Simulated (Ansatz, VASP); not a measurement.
## TaN: VASP beside Ansatz

```
Ta N
1.0
     0.00000    2.20863    2.20863
     2.20863    0.00000    2.20863
     2.20863    2.20863    0.00000
Ta N
1 1
Cartesian
  2.2086 2.2086 2.2086
  -0.4243 -0.4243 -0.3000
```

Alike in both runs: task single point; functional PBE; k mesh 24 × 24 × 24; occupations gaussian, width 0.15 eV; no spin polarisation.

|  | VASP | Ansatz |
| --- | --- | --- |
| version | VASP 6.6.1 | Ansatz 0.2.0 |
| potentials or method | VASP PAW PBE potentials, release 64 (Ta_pv, N), cutoff 520 eV | scalar-relativistic, plane waves, PAW |
| valence electrons in the cell | 16 | 18 |

VASP gave:

```
gap on the k mesh at the Fermi level (eV) : none
rms of the force components (eV/Å)        : 3.496
```

Question: What did Ansatz give for the same quantities?

Answer: gap on the k mesh at the Fermi level (eV): none; rms of the force components (eV/Å): 3.423.

Atom by atom the forces differ by 0.074 eV/Å (rms over components). A gap of «none» marks a metal or a gap that the smearing closes. VASP's potentials hold 16 valence electrons a cell and Ansatz's 18, so a difference there can come from the potentials and not from the codes.

Spin-orbit coupling is off throughout.
